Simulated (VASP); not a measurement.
Runs of VASP 6.6.1 on Hf. The structure is that of space group Pm-3m (No. 221), or close to it. The cells are those of the table. 

```csv
cell,gap on the mesh (eV),pressure (GPa)
"a = 2.909 Å, 1 atom",none,(b)
"a = 2.868 Å, 1 atom",none,(a)
"a = 2.988 Å, 1 atom",none,-2.8
"a = 2.949 Å, 1 atom",none,-0.2
"a = 2.826 Å, 1 atom",none,10.8
```

Alike in all rows: task single point; level RPBE; potentials or basis VASP PAW PBE potentials, release 64 (Hf_pv); no spin polarisation; k mesh 12 × 12 × 12; cutoff (eV) 520; smearing fermi-dirac 0.1 eV.

Task: Fill in the values left out.

Result: (a) 6.4; (b) 2.8.

Caveats: the PAW data sets were made with another functional, which shifts forces and pressure a little; spin-orbit coupling is left out, which moves the levels of the heavy elements.

A k mesh can miss the band edges, and the runs leave out spin-orbit coupling on Hf.

A gap of «none» marks levels without a gap at the run's occupations.
